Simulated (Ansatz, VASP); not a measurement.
## As: VASP beside Ansatz

```
As
1.0
    -3.71027    3.71027    3.71027
     3.71027   -3.71027    3.71027
     3.71027    3.71027   -3.71027
As
8
Direct
  0.19558 0.19558 0.19558
  0.50000 0.00000 0.30442
  0.30442 0.50000 0.00000
  0.00000 0.30442 0.50000
  0.80442 0.80442 0.80442
  0.50000 0.00000 0.69558
  0.69558 0.50000 0.00000
  0.00000 0.69558 0.50000
```

Alike in both runs: functional PBE; k mesh 4 × 4 × 4; occupations gaussian, width 0.1 eV; no spin polarisation.

Ansatz relaxed the structure, and its values are those at the end. VASP's run is a single point on that final structure, the one shown.

|  | VASP | Ansatz |
| --- | --- | --- |
| version | VASP 6.6.1 | Ansatz 0.2.0 |
| potentials or method | VASP PAW PBE potentials, release 64 (As), cutoff 520 eV | scalar-relativistic, plane waves, PAW |
| valence electrons in the cell | 40 | 120 |

```csv
,VASP,Ansatz,Ansatz less VASP
gap on the k mesh at the Fermi level (eV),none,none,-
pressure (GPa),0.3,0.1,-0.16
rms of the force components (eV/Å),0.022,0.006,-0.0154
```

A gap of «none» marks a metal or a gap that the smearing closes. With one functional, cell and mesh, what is left measures potentials, basis and numerics. VASP's potentials hold 40 valence electrons a cell and Ansatz's 120, so a difference there can come from the potentials and not from the codes.
